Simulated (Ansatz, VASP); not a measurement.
Bi2Se3 in VASP and in Ansatz

```
Bi Se
1.0
     2.09366    1.20877   10.43381
    -2.09366    1.20877   10.43381
     0.00000   -2.41755   10.43381
Bi Se
2 3
Direct
  0.39560 0.39560 0.39560
  0.60440 0.60440 0.60440
  0.00000 0.00000 0.00000
  0.22103 0.22103 0.22103
  0.77897 0.77897 0.77897
```

Alike in both runs: functional PBE; k mesh 6 × 6 × 6; occupations gaussian, width 0.02 eV; no spin polarisation.

Ansatz relaxed the structure, and its values are those at the end. VASP's run is a single point on that final structure, the one shown.

```csv
,VASP,Ansatz
version,VASP 6.6.1,Ansatz 0.2.0
potentials or method,"VASP PAW PBE potentials, release 64 (Bi_d, Se), cutoff 520 eV","scalar-relativistic, plane waves, PAW"
valence electrons in the cell,48,78
```

|  | VASP | Ansatz | Ansatz less VASP |
| --- | --- | --- | --- |
| gap on the k mesh at the Fermi level (eV) | 0.69 | 0.69 | +0.003 |
| least direct gap on the mesh (eV) | 0.71 | 0.71 | 0.000 |
| pressure (GPa) | 0.0 | 0.0 | -0.01 |
| rms of the force components (eV/Å) | 0.005 | 0.000 | -0.0049 |

With one functional, cell and mesh, what is left measures potentials, basis and numerics. VASP's potentials hold 48 valence electrons a cell and Ansatz's 78, so a difference there can come from the potentials and not from the codes.

Neither program's run includes spin-orbit coupling.
